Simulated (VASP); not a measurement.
# Ga2AsP in VASP: a series of runs

Runs on Ga2AsP. Level: PBE. Tasks: single point.

Program: VASP 6.6.1. These are calculated values, not measurements. Logs are shortened: lines on timing, memory, paths and dates and some standing lists are left out, and cuts for length are marked.

## Step 1: The cell of the first run

The cell holds a sheet with vacuum, 4 atoms: a = 3.965 Å, b = 4.035 Å, c = 29.873 Å, α = 90.00°, β = 90.00°, γ = 90.00°.

## Step 2: Single point, PBE

Input file INCAR:

```
SYSTEM = Ga2AsP
  PREC = Accurate
  ENCUT = 520
  EDIFF = 1E-6
  ISMEAR = 0
  SIGMA = 0.01
  LREAL = .FALSE.
  LASPH = .TRUE.
  NELM = 100
  ALGO = Normal
  ISIF = 2
  LWAVE = .FALSE.
  LCHARG = .FALSE.
  LDIPOL = .TRUE.
  IDIPOL = 3
  DIPOL = 0.5 0.5 0.286
  GGA = PE
  NBANDS = 26
```

Input file KPOINTS:

```
Automatic mesh
0
G
  10 10 1
  0 0 0
```

Input file POSCAR:

```
Ga2AsP
1.0
    3.9647927126      0.0000000000      0.0000000000
    0.0000000000      4.0354259103      0.0000000000
    0.0000000000      0.0000000000     29.8728818681
Ga P As
2 1 1
Direct
    0.0000000000      0.5000000000      0.2878227222
    0.5000000000      0.0000000000      0.2860151512
    0.0000000000      0.0000000000      0.3366295270
    0.5000000000      0.5000000000      0.2325090293
```

Potentials or basis: VASP PAW PBE potentials, release 64 (Ga_d, P, As).

The run is started by

```bash
> cat potpaw_PBE.64/Ga_d/POTCAR potpaw_PBE.64/P/POTCAR potpaw_PBE.64/As/POTCAR > POTCAR
> mpirun -np 1 vasp_std > vasp.out
```

OUTCAR:

```text
SYSTEM = Ga2AsP
   PREC = Accurate
   ENCUT = 520
   EDIFF = 1E-6
   ISMEAR = 0
   LREAL = .FALSE.
   LASPH = .TRUE.
   NELM = 100
   ISIF = 2
   GGA = PE

 ion  position               nearest neighbor table
   1  0.000  0.500  0.288-   3 2.49   3 2.49   4 2.58   4 2.58   2 2.83   2 2.83   2 2.83   2 2.83

   2  0.500  0.000  0.286-   3 2.49   3 2.49   4 2.57   4 2.57   1 2.83   1 2.83   1 2.83   1 2.83

   3  0.000  0.000  0.337-   1 2.49   1 2.49   2 2.49   2 2.49
   4  0.500  0.500  0.233-   2 2.57   2 2.57   1 2.58   1 2.58

  LATTYP: Found a simple orthorhombic cell.
 ALAT       =     3.9647927126
 B/A-ratio  =     1.0178151048
 C/A-ratio  =     7.5345381294

  Lattice vectors:

 A1 = (   3.9647927126,   0.0000000000,   0.0000000000)
 A2 = (   0.0000000000,   4.0354259103,   0.0000000000)
 A3 = (   0.0000000000,   0.0000000000,  29.8728818681)

Analysis of symmetry for initial positions (statically):
=====================================================================
 Subroutine PRICEL returns:
 Original cell was already a primitive cell.

 Routine SETGRP: Setting up the symmetry group for a
 simple orthorhombic supercell.

 Subroutine GETGRP returns: Found  4 space group operations
 (whereof  4 operations were pure point group operations)
 out of a pool of  8 trial point group operations.

The static configuration has the point symmetry C_2v.

Analysis of symmetry for dynamics (positions and initial velocities):
=====================================================================
 Subroutine PRICEL returns:
 Original cell was already a primitive cell.

 Routine SETGRP: Setting up the symmetry group for a
 simple orthorhombic supercell.

 Subroutine GETGRP returns: Found  4 space group operations
 (whereof  4 operations were pure point group operations)
 out of a pool of  8 trial point group operations.

The dynamic configuration has the point symmetry C_2v.

 Subroutine INISYM returns: Found  4 space group operations
 (whereof  4 operations are pure point group operations),
 and found     1 'primitive' translations

----------------------------------------------------------------------------------------

                                     Primitive cell

  volume of cell :     477.9550

  direct lattice vectors                    reciprocal lattice vectors
     3.964792713  0.000000000  0.000000000     0.252219995  0.000000000  0.000000000
     0.000000000  4.035425910  0.000000000     0.000000000  0.247805318  0.000000000
     0.000000000  0.000000000 29.872881868     0.000000000  0.000000000  0.033475177

  length of vectors
     3.964792713  4.035425910 29.872881868     0.252219995  0.247805318  0.033475177

  position of ions in fractional coordinates (direct lattice)
     0.000000000  0.500000000  0.287822722
     0.500000000  0.000000000  0.286015151
     0.000000000  0.000000000  0.336629527
     0.500000000  0.500000000  0.232509029

  ion indices of the primitive-cell ions
   primitive index   ion index
                 1           1
                 2           2
                 3           3
                 4           4

----------------------------------------------------------------------------------------

 KPOINTS: Automatic mesh

Automatic generation of k-mesh.
 Grid dimensions read from file:
 generate k-points for:   10   10    1

 Generating k-lattice:

  Cartesian coordinates                     Fractional coordinates (reciprocal lattice)
     0.025222000  0.000000000  0.000000000     0.100000000  0.000000000  0.000000000
     0.000000000  0.024780532  0.000000000     0.000000000  0.100000000  0.000000000
     0.000000000  0.000000000  0.033475177     0.000000000  0.000000000  1.000000000

  Length of vectors
     0.025222000  0.024780532  0.033475177

  Shift w.r.t. Gamma in fractional coordinates (k-lattice)
     0.000000000  0.000000000  0.000000000

 Subroutine IBZKPT returns following result:
 ===========================================

 Found     36 irreducible k-points:

 Following reciprocal coordinates:
            Coordinates               Weight
  0.000000  0.000000  0.000000      1.000000
  0.100000  0.000000  0.000000      2.000000
  0.200000  0.000000  0.000000      2.000000
  0.300000  0.000000  0.000000      2.000000
  0.400000  0.000000  0.000000      2.000000
  0.500000  0.000000  0.000000      1.000000
[... 16 lines left out ...]
  0.400000  0.300000  0.000000      4.000000
  0.500000  0.300000  0.000000      2.000000
 [... further k-points ...]
   k-points           NKPTS =     36   k-points in BZ     NKDIM =     36   number of bands    NBANDS=     26
   number of dos      NEDOS =    301   number of ions     NIONS =      4
   total plane-waves  NPLWV = 201600
   dimension x,y,z NGX =    30 NGY =   30 NGZ =  224
   dimension x,y,z NGXF=    60 NGYF=   60 NGZF=  448
   ions per type =               2   1   1
   NGX,Y,Z   is equivalent  to a cutoff of  12.58, 12.36, 12.47 a.u.
   NGXF,Y,Z  is equivalent  to a cutoff of  25.16, 24.72, 24.93 a.u.
 SYSTEM =  Ga2AsP
   PREC   = accura    normal or accurate (medium, high low for compatibility)
   ISTART =      0    job   : 0-new  1-cont  2-samecut
   ICHARG =      2    charge: 1-file 2-atom 10-const
   ISPIN  =      1    spin polarized calculation?
   LNONCOLLINEAR =      F non collinear calculations
   LSORBIT =      F    spin-orbit coupling
   LASPH  =      T    aspherical Exc in radial PAW
   ENCUT  =  520.0 eV  38.22 Ry    6.18 a.u.   7.37  7.50 55.54*2*pi/ulx,y,z
   NELM   =    100;   NELMIN=  2; NELMDL= -5     # of ELM steps
   EDIFF  = 0.1E-05   stopping-criterion for ELM
   LREAL  =      F    real-space projection
   EDIFFG = 0.1E-04   stopping-criterion for IOM
   NSW    =      0    number of steps for IOM
   IBRION =     -1    ionic relax: 0-MD 1-quasi-New 2-CG
   NFREE  =      0    steps in history (QN), initial steepest desc. (CG)
   ISIF   =      2    stress and relaxation
   ISYM   =      2    0-nonsym 1-usesym 2-fastsym
   POTIM  = 0.5000    time-step for ionic-motion
   TEBEG  =    0.0;   TEEND  =   0.0 temperature during run
   PSTRESS=    0.0 pullay stress
   NELECT =      36.0000    total number of electrons
   NUPDOWN=      -1.0000    fix difference up-down
   EMIN   =  10.00;   EMAX   =-10.00  energy-range for DOS
   EFERMI =   0.00;   METHOD = LEGACY
   ISMEAR =     0;   SIGMA  =   0.01  broadening in eV -4-tet -1-fermi 0-gaus
   EFERMI_NEDOS =   21; number of points for ismear=-14 and -15
   IALGO  =     38    algorithm
   IMIX   =      4    mixing-type and parameters
     AMIX     =   0.40;   BMIX     =  1.00
     AMIX_MAG =   1.60;   BMIX_MAG =  1.00
  volume/ion in A,a.u.               =     119.49       806.35
  Fermi-wavevector in a.u.,A,eV,Ry     =   0.691374  1.306508  6.503566  0.477999
  Thomas-Fermi vector in A             =   1.773007
   LORBIT       =      0    0 simple, 1 ext, 2 COOP (PROOUT), +10 PAW based schemes
   GGA     = PE    functional components
   LHFCALC =     F    Hartree Fock is set to
   AEXX    =    0.0000 exact exchange contribution
   IVDW    =     0    specifies the selected vdW correction
   LEPSILON=     F    determine dielectric tensor
   LRPA    =     F    only Hartree local field effects (RPA)
 non-spin polarized calculation
 Gauss-broadening in eV      SIGMA  =   0.01
  energy-cutoff  :      520.00
  volume of cell :      477.95
 maximum number of plane-waves:     12999
 NGX is ok and might be reduce to    30
   NGX = 15   NGY = 15   NGZ =111

 number of electron      35.9999995 magnetization

 dipolmoment           0.000000      0.000000      0.034304 electrons x Angstroem

 Free energy of the ion-electron system (eV)
  ---------------------------------------------------
  ext. energy  EPLUGINS =         0.00000000
  ---------------------------------------------------
  free energy    TOTEN  =       -15.82360528 eV

  energy without entropy =      -15.82360528  energy(sigma->0) =      -15.82360528

 E-fermi :  -3.5934     XC(G=0):  -2.1811

 val. band max:       -3.6414357071   @ k =   0.0000   0.0000   0.0000
 cond. band min:      -3.5463834358   @ k =   0.0000   0.2000   0.0000
 fundamental gap:      0.0950522713
 Fermi energy:        -3.5933766900

 k-point     1 :       0.0000    0.0000    0.0000
  band No.  band energies     occupation
      1     -18.7047      2.00000
      2     -18.6735      2.00000
      3     -18.5230      2.00000
      4     -18.4961      2.00000
      5     -18.4960      2.00000
      6     -18.3524      2.00000
[... 18 lines left out ...]
     25       1.3636      0.00000
     26       1.6050      0.00000

 k-point     2 :       0.1000    0.0000    0.0000
  band No.  band energies     occupation
      1     -18.6939      2.00000
      2     -18.6632      2.00000
      3     -18.5207      2.00000
      4     -18.4926      2.00000
      5     -18.4922      2.00000
      6     -18.3590      2.00000
[... 18 lines left out ...]
     25       1.4800      0.00000
     26       1.7667      0.00000

 k-point     3 :       0.2000    0.0000    0.0000
  band No.  band energies     occupation
      1     -18.6634      2.00000
      2     -18.6327      2.00000
      3     -18.5186      2.00000
      4     -18.4813      2.00000
      5     -18.4779      2.00000
      6     -18.3762      2.00000
[... 572 lines left out ...]
 k-point    23 :       0.4000    0.3000    0.0000
  band No.  band energies     occupation
      1     -18.5802      2.00000
      2     -18.5723      2.00000
      3     -18.5653      2.00000
      4     -18.4929      2.00000
      5     -18.4568      2.00000
      6     -18.4023      2.00000
[... 18 lines left out ...]
     25       3.3144      0.00000
     26       3.6541      0.00000

 k-point    24 :       0.5000    0.3000    0.0000
  band No.  band energies     occupation
      1     -18.5808      2.00000
      2     -18.5744      2.00000
      3     -18.5384      2.00000
      4     -18.5326      2.00000
      5     -18.4387      2.00000
      6     -18.4199      2.00000
[... 18 lines left out ...]
     25       3.2665      0.00000
     26       3.5696      0.00000

 [... further k-points ...]

------------------------ aborting loop because EDIFF is reached ----------------------------------------

 vacuum level on the upper side and lower side of the slab       (xc-potential included)         0.184        -0.197

  FORCE on cell =-STRESS in cart. coord.  units (eV):
  Direction    XX          YY          ZZ          XY          YZ          ZX
  --------------------------------------------------------------------------------------
  -------------------------------------------------------------------------------------
  Total        0.0652126      0.0414703      0.0667230      0.0000000      0.0000000      0.0000000
  in kB        0.2186024      0.1390147      0.2236654      0.0000000      0.0000000      0.0000000
  external PRESSURE =       0.1937608 kB  Pullay stress =       0.0000000 kB

 VOLUME and BASIS-vectors are now :
 -----------------------------------------------------------------------------
  energy-cutoff  :      520.00
  volume of cell :      477.95
      direct lattice vectors                 reciprocal lattice vectors
     3.964792713  0.000000000  0.000000000     0.252219995  0.000000000  0.000000000
     0.000000000  4.035425910  0.000000000     0.000000000  0.247805318  0.000000000
     0.000000000  0.000000000 29.872881868     0.000000000  0.000000000  0.033475177

 POSITION                                       TOTAL-FORCE (eV/Angst)
 -----------------------------------------------------------------------------------
      0.00000      2.01771      8.59809         0.000000      0.000000      0.023710
      1.98240      0.00000      8.54410         0.000000      0.000000      0.026354
      0.00000      0.00000     10.05609         0.000000      0.000000     -0.003421
      1.98240      2.01771      6.94571         0.000000      0.000000     -0.046643
 -----------------------------------------------------------------------------------
    total drift:                                0.000000      0.000000      0.000063

  FREE ENERGIE OF THE ION-ELECTRON SYSTEM (eV)
  ---------------------------------------------------
  free  energy   TOTEN  =       -15.8236052763 eV

  energy  without entropy=      -15.8236052763  energy(sigma->0) =      -15.82360528

 vacuum level on the upper side and lower side of the slab         1.894         1.506
```

Run time: 9.3 min. Hardware: 1 thread of AMD EPYC 7R13, shared host; peak memory 0.72 GiB.

Results:

```
Free energy            : -15.8236 eV
Largest force          : 0.047 eV/Å
Band gap on the k mesh : zero (bands 18 and 19 overlap by 0.11 eV)
```

Forces on the atoms (eV/Å):
```
Ga   0.000  0.000  0.024
Ga   0.000  0.000  0.026
P    0.000  0.000 -0.003
As   0.000  0.000 -0.047
```

## Step 3: Single point, PBE

Input file INCAR:

```
ALGO = Normal
DIPOL = 0.5 0.5 0.286
EDIFF = 1E-7
ENCUT = 520
GGA = PE
IDIPOL = 3
ISIF = 2
ISMEAR = 0
LASPH = T
LCHARG = F
LDIPOL = T
LREAL = F
LWAVE = F
NBANDS = 26
NELM = 80
PREC = Accurate
SIGMA = 0.1
```

Input file KPOINTS:

```
k-points
0
Gamma
  12 12 1
```

POSCAR is that of step 2.

Potentials or basis: VASP PAW PBE potentials, release 64 (Ga_d, P, As).

The run is started by

```bash
> cat potpaw_PBE.64/Ga_d/POTCAR potpaw_PBE.64/P/POTCAR potpaw_PBE.64/As/POTCAR > POTCAR
> mpirun -np 1 vasp_std > vasp.out
```

Run time: 9.5 min. Hardware: 1 thread of AMD EPYC 9R45 (Zen 5), shared host; peak memory 0.84 GiB.

The run converged. Its results:

```yaml
Free_energy: -15.8229 eV
Largest_force: 0.063 eV/Å
Band_gap_on_the_k_mesh: zero (bands 18 and 19 overlap by 0.20 eV)
```

Forces on the atoms (eV/Å):
```
Ga   0.000  0.000  0.007
Ga   0.000  0.000  0.063
P    0.000  0.000 -0.031
As   0.000  0.000 -0.040
```

Levels at points of the mesh, in eV from the Fermi level:
```
           k point  band 14  band 15  band 16  band 17  band 18  band 19  band 20  band 21  band 22  band 23
(0.00, 0.00, 0.00)    -2.85    -2.60    -1.16    -0.74     0.01     0.19     1.81     2.52     3.58     4.90
(0.50, 0.00, 0.00)    -5.53    -1.41    -1.32    -1.31    -0.80     1.34     1.68     4.18     4.26     4.58
(0.00, 0.50, 0.00)    -5.59    -1.47    -1.36    -1.14    -0.61     1.60     1.93     4.25     4.34     4.64
(0.50, 0.50, 0.00)    -6.45    -2.81    -2.68    -2.67    -2.59     2.79     2.84     2.86     2.99     7.32
```

## Step 4: Single point, PBE

This run uses another cell than the first one.

Input file INCAR:

```
ALGO     = Normal         # electronic algorithm
DIPOL    = 0.5 0.5 0.286
EDIFF    = 1E-6           # SCF threshold, eV
ENCUT    = 520            # plane-wave cutoff, eV
GGA      = PE             # functional
IDIPOL   = 3            
ISIF     = 2              # what is computed and relaxed
ISMEAR   = 0              # smearing method
LASPH    = T              # aspherical terms in the spheres
LCHARG   = F              # write CHGCAR
LDIPOL   = T            
LREAL    = F              # projectors in reciprocal space
LWAVE    = F              # write WAVECAR
NBANDS   = 26             # bands
NELM     = 100            # most SCF steps
PREC     = Accurate       # precision mode
SIGMA    = 0.1            # smearing width, eV
```

KPOINTS is that of step 3.

Input file POSCAR:

```
Ga2AsP
1.0
    4.0067509056      0.0000000000      0.0000000000
    0.0000000000      4.0106651640      0.0000000000
    0.0000000000      0.0000000000     29.8728818681
Ga P As
2 1 1
Direct
    0.0000000000      0.5000000000      0.2869779484
    0.5000000000      0.0000000000      0.2868952916
    0.0000000000      0.0000000000      0.3364451974
    0.5000000000      0.5000000000      0.2326579924
```

The run is started by

```bash
> cat potpaw_PBE.64/Ga_d/POTCAR potpaw_PBE.64/P/POTCAR potpaw_PBE.64/As/POTCAR > POTCAR
> mpirun -np 1 vasp_std > vasp.out
```

Wall time 8.5 min (1 thread of AMD EPYC 9R45 (Zen 5), shared host); peak memory 0.84 GiB.

It converged, with:

```yaml
Free_energy: -15.8248 eV
Largest_force: 0.047 eV/Å
Band_gap_on_the_k_mesh: zero (bands 18 and 19 overlap by 0.18 eV)
```

Forces in eV/Å, atoms in the order of the input:
```
Ga   0.000  0.000  0.022
Ga   0.000  0.000  0.023
P    0.000  0.000  0.002
As   0.000  0.000 -0.047
```

Levels at points of the mesh, in eV from the Fermi level:
| k point | band 15 | band 16 | band 17 | band 18 | band 19 | band 20 | band 21 | band 22 |
| --- | --- | --- | --- | --- | --- | --- | --- | --- |
| (0.00, 0.00, 0.00) | -2.73 | -1.17 | -0.73 | 0.08 | 0.09 | 1.79 | 2.53 | 3.56 |
| (0.50, 0.00, 0.00) | -1.41 | -1.31 | -1.26 | -0.73 | 1.44 | 1.78 | 4.24 | 4.33 |
| (0.00, 0.50, 0.00) | -1.42 | -1.32 | -1.25 | -0.72 | 1.45 | 1.79 | 4.24 | 4.33 |
| (0.50, 0.50, 0.00) | -2.79 | -2.66 | -2.66 | -2.58 | 2.81 | 2.87 | 2.88 | 3.02 |

## Step 5: The runs side by side

```csv
cell,k mesh,smearing,gap on the mesh (eV),largest force (eV/Å)
"a = 3.965, b = 4.035, c = 29.873 Å, 4 atoms, atomic positions A",10 × 10 × 1,gaussian 0.01 eV,none,0.05
"a = 3.965, b = 4.035, c = 29.873 Å, 4 atoms, atomic positions A",12 × 12 × 1,gaussian 0.1 eV,none,0.06
"a = 4.007, b = 4.011, c = 29.873 Å, 4 atoms, atomic positions B",12 × 12 × 1,gaussian 0.1 eV,none,0.05
```

Alike in all rows: task single point; level PBE; potentials or basis VASP PAW PBE potentials, release 64 (Ga_d, P, As); no spin polarisation; cutoff (eV) 520.

Total energies depend on the potentials used, so only differences within one code and one set of settings carry meaning.

The gap in the log of VASP goes by the Fermi energy; the results here count the filled bands.